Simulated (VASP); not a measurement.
# Mg3H2 (Pm-3m) in VASP: notebook

The runs below take Mg3H2 through single point, relaxation of cell and atoms, with PBE.

Everything below comes from runs of VASP 6.6.1. Logs are shortened: lines on timing, memory, paths and dates and some standing lists are left out, and cuts for length are marked.

## 1. The cell of the first run

Symmetry: Pm-3m, No. 221, cubic system. Conventional cell: a = 4.334 Å, b = 4.334 Å, c = 4.334 Å, α = 90.00°, β = 90.00°, γ = 90.00°. Mg (site symmetry 4/mmm) has 2 H at 2.17 Å within 2.9 Å. H (site symmetry m-3m) has 12 Mg at 3.06 Å and 8 H at 3.75 Å within 4.0 Å. Within 2.9 Å of H (site symmetry m-3m) lie 6 Mg at 2.17 Å.

## 2. Single point, PBE

Input file INCAR:

```
PREC = Accurate ; ENCUT = 520
EDIFF = 1E-6 ; ISMEAR = 0
SIGMA = 0.1 ; LREAL = False
LASPH = True ; NELM = 100
ALGO = Normal ; ISIF = 2
LWAVE = False ; LCHARG = False
GGA = PE ; NBANDS = 12
```

Input file KPOINTS:

```
regular mesh
0
Gamma
  8 8 8
```

Input file POSCAR:

```
Mg3H2
1.0
    4.3340415535      0.0000000000      0.0000000000
    0.0000000000      4.3340415535      0.0000000000
    0.0000000000      0.0000000000      4.3340415535
Mg H
3 2
Direct
    0.0000000000      0.5000000000      0.5000000000
    0.5000000000      0.0000000000      0.5000000000
    0.5000000000      0.5000000000      0.0000000000
    0.0000000000      0.0000000000      0.0000000000
    0.5000000000      0.5000000000      0.5000000000
```

Potentials or basis: VASP PAW PBE potentials, release 64 (Mg, H).

Command:

```bash
$ cat potpaw_PBE.64/Mg/POTCAR potpaw_PBE.64/H/POTCAR > POTCAR
$ mpirun -np 1 vasp_std > vasp.out
```

OUTCAR:

```text
PREC = Accurate
   ENCUT = 520
   EDIFF = 1E-6
   ISMEAR = 0
   LREAL = False
   LASPH = True
   NELM = 100
   ISIF = 2
   GGA = PE

 ion  position               nearest neighbor table
   1  0.000  0.500  0.500-   5 2.17   5 2.17   2 3.06   3 3.06   2 3.06   2 3.06   3 3.06   3 3.06
                             3 3.06   2 3.06
   2  0.500  0.000  0.500-   5 2.17   5 2.17   1 3.06   3 3.06   1 3.06   3 3.06   3 3.06   3 3.06
                             1 3.06   1 3.06
   3  0.500  0.500  0.000-   5 2.17   5 2.17   1 3.06   1 3.06   2 3.06   2 3.06   2 3.06   2 3.06
                             1 3.06   1 3.06
   4  0.000  0.000  0.000-
   5  0.500  0.500  0.500-   1 2.17   2 2.17   3 2.17   3 2.17   2 2.17   1 2.17

  LATTYP: Found a simple cubic cell.
 ALAT       =     4.3340415535

  Lattice vectors:

 A1 = (   4.3340415535,   0.0000000000,   0.0000000000)
 A2 = (   0.0000000000,   4.3340415535,   0.0000000000)
 A3 = (   0.0000000000,   0.0000000000,   4.3340415535)

Analysis of symmetry for initial positions (statically):
=====================================================================
 Subroutine PRICEL returns:
 Original cell was already a primitive cell.

 Routine SETGRP: Setting up the symmetry group for a
 simple cubic supercell.

 Subroutine GETGRP returns: Found 48 space group operations
 (whereof 48 operations were pure point group operations)
 out of a pool of 48 trial point group operations.

The static configuration has the point symmetry O_h .

Analysis of symmetry for dynamics (positions and initial velocities):
=====================================================================
 Subroutine PRICEL returns:
 Original cell was already a primitive cell.

 Routine SETGRP: Setting up the symmetry group for a
 simple cubic supercell.

 Subroutine GETGRP returns: Found 48 space group operations
 (whereof 48 operations were pure point group operations)
 out of a pool of 48 trial point group operations.

The dynamic configuration has the point symmetry O_h .

 Subroutine INISYM returns: Found 48 space group operations
 (whereof 48 operations are pure point group operations),
 and found     1 'primitive' translations

----------------------------------------------------------------------------------------

                                     Primitive cell

  volume of cell :      81.4103

  direct lattice vectors                    reciprocal lattice vectors
     4.334041553  0.000000000  0.000000000     0.230731521  0.000000000  0.000000000
     0.000000000  4.334041553  0.000000000     0.000000000  0.230731521  0.000000000
     0.000000000  0.000000000  4.334041553     0.000000000  0.000000000  0.230731521

  length of vectors
     4.334041553  4.334041553  4.334041553     0.230731521  0.230731521  0.230731521

  position of ions in fractional coordinates (direct lattice)
     0.000000000  0.500000000  0.500000000
     0.500000000  0.000000000  0.500000000
     0.500000000  0.500000000  0.000000000
     0.000000000  0.000000000  0.000000000
     0.500000000  0.500000000  0.500000000

  ion indices of the primitive-cell ions
   primitive index   ion index
                 1           1
                 2           2
                 3           3
                 4           4
                 5           5

----------------------------------------------------------------------------------------

 KPOINTS: regular mesh

Automatic generation of k-mesh.
 Grid dimensions read from file:
 generate k-points for:    8    8    8

 Generating k-lattice:

  Cartesian coordinates                     Fractional coordinates (reciprocal lattice)
     0.028841440  0.000000000  0.000000000     0.125000000  0.000000000  0.000000000
     0.000000000  0.028841440  0.000000000     0.000000000  0.125000000  0.000000000
     0.000000000  0.000000000  0.028841440     0.000000000  0.000000000  0.125000000

  Length of vectors
     0.028841440  0.028841440  0.028841440

  Shift w.r.t. Gamma in fractional coordinates (k-lattice)
     0.000000000  0.000000000  0.000000000

 Subroutine IBZKPT returns following result:
 ===========================================

 Found     35 irreducible k-points:

 Following reciprocal coordinates:
            Coordinates               Weight
  0.000000  0.000000  0.000000      1.000000
  0.125000  0.000000  0.000000      6.000000
  0.250000  0.000000  0.000000      6.000000
  0.375000  0.000000  0.000000      6.000000
  0.500000  0.000000  0.000000      3.000000
  0.125000  0.125000  0.000000     12.000000
[... 16 lines left out ...]
  0.375000  0.375000  0.125000     24.000000
  0.500000  0.375000  0.125000     24.000000
 [... further k-points ...]
   k-points           NKPTS =     35   k-points in BZ     NKDIM =     35   number of bands    NBANDS=     12
   number of dos      NEDOS =    301   number of ions     NIONS =      5
   total plane-waves  NPLWV =  32768
   dimension x,y,z NGX =    32 NGY =   32 NGZ =   32
   dimension x,y,z NGXF=    64 NGYF=   64 NGZF=   64
   ions per type =               3   2
   NGX,Y,Z   is equivalent  to a cutoff of  12.27, 12.27, 12.27 a.u.
   NGXF,Y,Z  is equivalent  to a cutoff of  24.55, 24.55, 24.55 a.u.
 SYSTEM =  unknown system
   PREC   = accura    normal or accurate (medium, high low for compatibility)
   ISTART =      0    job   : 0-new  1-cont  2-samecut
   ICHARG =      2    charge: 1-file 2-atom 10-const
   ISPIN  =      1    spin polarized calculation?
   LNONCOLLINEAR =      F non collinear calculations
   LSORBIT =      F    spin-orbit coupling
   LASPH  =      T    aspherical Exc in radial PAW
   ENCUT  =  520.0 eV  38.22 Ry    6.18 a.u.   8.06  8.06  8.06*2*pi/ulx,y,z
   NELM   =    100;   NELMIN=  2; NELMDL= -5     # of ELM steps
   EDIFF  = 0.1E-05   stopping-criterion for ELM
   LREAL  =      F    real-space projection
   EDIFFG = 0.1E-04   stopping-criterion for IOM
   NSW    =      0    number of steps for IOM
   IBRION =     -1    ionic relax: 0-MD 1-quasi-New 2-CG
   NFREE  =      0    steps in history (QN), initial steepest desc. (CG)
   ISIF   =      2    stress and relaxation
   ISYM   =      2    0-nonsym 1-usesym 2-fastsym
   POTIM  = 0.5000    time-step for ionic-motion
   TEBEG  =    0.0;   TEEND  =   0.0 temperature during run
   PSTRESS=    0.0 pullay stress
   NELECT =       8.0000    total number of electrons
   NUPDOWN=      -1.0000    fix difference up-down
   EMIN   =  10.00;   EMAX   =-10.00  energy-range for DOS
   EFERMI =   0.00;   METHOD = LEGACY
   ISMEAR =     0;   SIGMA  =   0.10  broadening in eV -4-tet -1-fermi 0-gaus
   EFERMI_NEDOS =   21; number of points for ismear=-14 and -15
   IALGO  =     38    algorithm
   IMIX   =      4    mixing-type and parameters
     AMIX     =   0.40;   BMIX     =  1.00
     AMIX_MAG =   1.60;   BMIX_MAG =  1.00
  volume/ion in A,a.u.               =      16.28       109.88
  Fermi-wavevector in a.u.,A,eV,Ry     =   0.755460  1.427613  7.765125  0.570721
  Thomas-Fermi vector in A             =   1.853360
   LORBIT       =      0    0 simple, 1 ext, 2 COOP (PROOUT), +10 PAW based schemes
   GGA     = PE    functional components
   LHFCALC =     F    Hartree Fock is set to
   AEXX    =    0.0000 exact exchange contribution
   IVDW    =     0    specifies the selected vdW correction
   LEPSILON=     F    determine dielectric tensor
   LRPA    =     F    only Hartree local field effects (RPA)
 non-spin polarized calculation
 Gauss-broadening in eV      SIGMA  =   0.10
  energy-cutoff  :      520.00
  volume of cell :       81.41
 maximum number of plane-waves:      2272
   NGX = 17   NGY = 17   NGZ = 17

 number of electron       7.9999997 magnetization

 Free energy of the ion-electron system (eV)
  ---------------------------------------------------
  ext. energy  EPLUGINS =         0.00000000
  ---------------------------------------------------
  free energy    TOTEN  =        -8.81297245 eV

  energy without entropy =       -8.80990916  energy(sigma->0) =       -8.81144080

 E-fermi :   2.1122     XC(G=0):  -8.3847

 val. band max:        2.0791342415   @ k =   0.5000   0.5000   0.3750
 cond. band min:       2.1413185851   @ k =   0.5000   0.5000   0.2500
 fundamental gap:      0.0621843436
 Fermi energy:         2.1122181370

 k-point     1 :       0.0000    0.0000    0.0000
  band No.  band energies     occupation
      1      -6.1864      2.00000
      2      -1.3000      2.00000
      3       2.5451      0.00000
      4       2.5451      0.00000
      5       2.5451      0.00000
      6       4.0378      0.00000
      7       4.0378      0.00000
      8       4.7045      0.00000
      9       9.5222      0.00000
     10       9.5222      0.00000
     11       9.5222      0.00000
     12      10.3796      0.00000

 k-point     2 :       0.1250    0.0000    0.0000
  band No.  band energies     occupation
      1      -6.0930      2.00000
      2      -1.4624      2.00000
      3       1.9367      1.98694
      4       2.6483      0.00000
      5       2.6483      0.00000
      6       4.1583      0.00000
      7       4.4435      0.00000
      8       5.1245      0.00000
      9       8.2661      0.00000
     10       8.2661      0.00000
     11       9.6257      0.00000
     12       9.6736      0.00000

 k-point     3 :       0.2500    0.0000    0.0000
  band No.  band energies     occupation
      1      -5.8319      2.00000
      2      -1.9678      2.00000
      3       1.5186      2.00000
      4       2.9500      0.00000
      5       2.9500      0.00000
      6       3.8299      0.00000
      7       4.5129      0.00000
      8       6.8593      0.00000
      9       6.8593      0.00000
     10       6.9493      0.00000
     11       8.4365      0.00000
     12       9.9209      0.00000
[... 286 lines left out ...]
 k-point    23 :       0.3750    0.3750    0.1250
  band No.  band energies     occupation
      1      -4.8661      2.00000
      2      -1.9160      2.00000
      3      -0.2300      2.00000
      4       0.7724      2.00000
      5       2.7296      0.00000
      6       4.0983      0.00000
      7       5.4026      0.00000
      8       5.7215      0.00000
      9       6.5072      0.00000
     10       8.5335      0.00000
     11       9.0567      0.00000
     12       9.6854      0.00000

 k-point    24 :       0.5000    0.3750    0.1250
  band No.  band energies     occupation
      1      -4.7414      2.00000
      2      -1.8366      2.00000
      3      -0.1912      2.00000
      4       0.1688      2.00000
      5       3.1083      0.00000
      6       3.8122      0.00000
      7       5.5560      0.00000
      8       5.6263      0.00000
      9       6.2668      0.00000
     10       8.3143      0.00000
     11       9.3602      0.00000
     12       9.5467      0.00000

 [... further k-points ...]
[... 5 lines left out ...]
  --------------------------------------------------------------------------------------
  -------------------------------------------------------------------------------------
  Total       -0.0722151     -0.0722151     -0.0722151      0.0000000      0.0000000     -0.0000000
  in kB       -1.4212131     -1.4212131     -1.4212131      0.0000000      0.0000000     -0.0000000
  external PRESSURE =      -1.4212131 kB  Pullay stress =       0.0000000 kB

 VOLUME and BASIS-vectors are now :
 -----------------------------------------------------------------------------
  energy-cutoff  :      520.00
  volume of cell :       81.41
      direct lattice vectors                 reciprocal lattice vectors
     4.334041553  0.000000000  0.000000000     0.230731521  0.000000000  0.000000000
     0.000000000  4.334041553  0.000000000     0.000000000  0.230731521  0.000000000
     0.000000000  0.000000000  4.334041553     0.000000000  0.000000000  0.230731521

 POSITION                                       TOTAL-FORCE (eV/Angst)
 -----------------------------------------------------------------------------------
      0.00000      2.16702      2.16702         0.000000      0.000000      0.000000
      2.16702      0.00000      2.16702         0.000000      0.000000      0.000000
      2.16702      2.16702      0.00000         0.000000      0.000000      0.000000
      0.00000      0.00000      0.00000         0.000000      0.000000      0.000000
      2.16702      2.16702      2.16702         0.000000      0.000000      0.000000
 -----------------------------------------------------------------------------------
    total drift:                                0.000000      0.000000      0.000000

  FREE ENERGIE OF THE ION-ELECTRON SYSTEM (eV)
  ---------------------------------------------------
  free  energy   TOTEN  =        -8.8129724544 eV

  energy  without entropy=       -8.8099091555  energy(sigma->0) =       -8.81144080
```

Run time: 48 s. Hardware: 1 thread of AMD EPYC, shared host; peak memory 0.16 GiB.

Results:

| Item | Value |
| --- | --- |
| Free energy | -8.8130 eV |
| Pressure | -0.1 GPa |
| Band gap on the k mesh | zero (band 4 reaches 3.11 eV, above the bottom of band 5 at 0.87 eV) |

## 3. Relaxation of cell and atoms, PBE

This run uses another cell than the first one, of 16.69 Å³/atom, 1.025 times its volume.

Input file INCAR:

```
PREC = Accurate
ENCUT = 600
EDIFF = 1E-7
ISMEAR = 0
SIGMA = 0.1
LREAL = False
LASPH = True
NELM = 100
ALGO = Normal
ISIF = 3
LWAVE = False
LCHARG = False
GGA = PE
IBRION = 2
NSW = 100
EDIFFG = -0.01
```

Input file KPOINTS:

```
Automatic mesh
0
Gamma
  8 8 8
```

Edit POSCAR of step 2 so:

```diff
@@ -2,5 +2,5 @@
 1.0
-    4.3340415535      0.0000000000      0.0000000000
-    0.0000000000      4.3340415535      0.0000000000
-    0.0000000000      0.0000000000      4.3340415535
+    4.3698507757      0.0000000000      0.0000000000
+    0.0000000000      4.3698507757      0.0000000000
+    0.0000000000      0.0000000000      4.3698507757
 Mg H
```

Potentials or basis: VASP PAW PBE potentials, release 64 (Mg, H).

Command:

```bash
$ cat potpaw_PBE.64/Mg/POTCAR potpaw_PBE.64/H/POTCAR > POTCAR
$ mpirun -np 1 vasp_std > vasp.out
```

OUTCAR:

```text
PREC = Accurate
   ENCUT = 600
   EDIFF = 1E-7
   ISMEAR = 0
   LREAL = False
   LASPH = True
   NELM = 100
   ISIF = 3
   GGA = PE
   IBRION = 2
   NSW = 100
   EDIFFG = -0.01

 ion  position               nearest neighbor table
   1  0.000  0.500  0.500-   5 2.18   5 2.18   2 3.09   3 3.09   2 3.09   2 3.09   3 3.09   3 3.09
                             3 3.09   2 3.09
   2  0.500  0.000  0.500-   5 2.18   5 2.18   1 3.09   3 3.09   1 3.09   3 3.09   3 3.09   3 3.09
                             1 3.09   1 3.09
   3  0.500  0.500  0.000-   5 2.18   5 2.18   1 3.09   1 3.09   2 3.09   2 3.09   2 3.09   2 3.09
                             1 3.09   1 3.09
   4  0.000  0.000  0.000-
   5  0.500  0.500  0.500-   1 2.18   2 2.18   3 2.18   3 2.18   2 2.18   1 2.18

  LATTYP: Found a simple cubic cell.
 ALAT       =     4.3698507757

  Lattice vectors:
[... 271 lines left out ...]
  free energy    TOTEN  =        -8.81388517 eV

  energy without entropy =       -8.81084304  energy(sigma->0) =       -8.81236411

 E-fermi :   2.1265     XC(G=0):  -8.3929

 val. band max:        2.0903579262   @ k =   0.5000   0.5000   0.3750
 cond. band min:       2.1571244094   @ k =   0.5000   0.5000   0.2500
 fundamental gap:      0.0667664832
 Fermi energy:         2.1265427914

 k-point     1 :       0.0000    0.0000    0.0000
  band No.  band energies     occupation
      1      -6.1873      2.00000
      2      -1.2950      2.00000
      3       2.5582      0.00000
      4       2.5582      0.00000
      5       2.5582      0.00000
      6       4.0563      0.00000
      7       4.0563      0.00000
      8       4.7258      0.00000
[... 243 lines left out ...]
 k-point    24 :       0.5000    0.3750    0.1250
  band No.  band energies     occupation
      1      -4.7395      2.00000
      2      -1.8319      2.00000
      3      -0.1813      2.00000
      4       0.1790      2.00000
      5       3.1251      0.00000
      6       3.8277      0.00000
      7       5.5751      0.00000
      8       5.6458      0.00000

 [... further k-points ...]
[... 5 lines left out ...]
  --------------------------------------------------------------------------------------
  -------------------------------------------------------------------------------------
  Total       -0.0130265     -0.0130265     -0.0130265      0.0000000      0.0000000      0.0000000
  in kB       -0.2570386     -0.2570386     -0.2570386      0.0000000      0.0000000      0.0000000
  external PRESSURE =      -0.2570386 kB  Pullay stress =       0.0000000 kB
[... 20 lines left out ...]
  FREE ENERGIE OF THE ION-ELECTRON SYSTEM (eV)
  ---------------------------------------------------
  free  energy   TOTEN  =        -8.8138851713 eV

  energy  without entropy=       -8.8108430406  energy(sigma->0) =       -8.81236411

 reached required accuracy - stopping structural energy minimisation
```

It took 2.6 min on 1 thread of AMD EPYC, shared host; peak memory 0.2 GiB.

What came out:

```
Free energy                            : -8.8139 eV
Relaxed volume                         : 16.24 Å³/atom
Relaxed cell                           : a = 4.330 Å, b = 4.330 Å, c = 4.330 Å, α = 90.00°, β = 90.00°, γ = 90.00°
Space group after relaxing (to 0.05 Å) : Pm-3m (No. 221)
Energy gained by relaxing              : 1.3 meV/atom
Ionic steps                            : 3
Pressure after relaxing                : 0.0 GPa
```

Step by step:
| step | energy change (eV) | largest force (eV/Å) | pressure (GPa) | volume (Å³) |
| --- | --- | --- | --- | --- |
| 1 | 0.0000 | 0.0000 | -0.89 | 83.44 |
| 2 | -0.0048 | 0.0000 | -0.48 | 82.32 |
| 3 | -0.0066 | 0.0000 | -0.03 | 81.20 |

Final structure:
```cif
data_structure
_symmetry_space_group_name_H-M 'P 1'
_symmetry_Int_Tables_number 1
_cell_length_a 4.3303
_cell_length_b 4.3303
_cell_length_c 4.3303
_cell_angle_alpha 90.000
_cell_angle_beta 90.000
_cell_angle_gamma 90.000
_cell_volume 81.20
loop_
_atom_site_label
_atom_site_type_symbol
_atom_site_fract_x
_atom_site_fract_y
_atom_site_fract_z
_atom_site_occupancy
Mg1 Mg 0.00000 0.50000 0.50000 1
Mg2 Mg 0.50000 0.00000 0.50000 1
Mg3 Mg 0.50000 0.50000 0.00000 1
H1 H 0.00000 0.00000 0.00000 1
H2 H 0.50000 0.50000 0.50000 1
```

Caveat: the bands computed are all filled at some k points, so no gap is given.

(Part 1 of 2 ends here.)
